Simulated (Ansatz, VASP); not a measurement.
F in VASP and in Ansatz

```xyz
2
Lattice="0.0000 2.2010 2.2010 2.2010 0.0000 2.2010 2.2010 2.2010 0.0000" Properties=species:S:1:pos:R:3 pbc="T T T"
F    -0.5502   -0.5502   -0.5502
F     0.5502    0.5502    0.5502
```

Change from the starting cell: volume scaled by 0.78, LAPW.

Alike in both runs: task single point; functional PBEsol; k mesh 14 × 14 × 14; occupations fermi-dirac, width 0.08 eV; no spin polarisation.

```csv
,VASP,Ansatz
version,VASP 6.6.1,Ansatz 0.2.0
potentials or method,"VASP PAW PBE potentials, release 64 (F), cutoff 520 eV","all-electron LAPW, scalar-relativistic"
```

|  | VASP | Ansatz | Ansatz less VASP |
| --- | --- | --- | --- |
| pressure (GPa) | 20.9 | 21.4 | +0.54 |

VASP's potentials were made for PBE, not for PBEsol. Ansatz ran all-electron here, and VASP with PAW potentials.
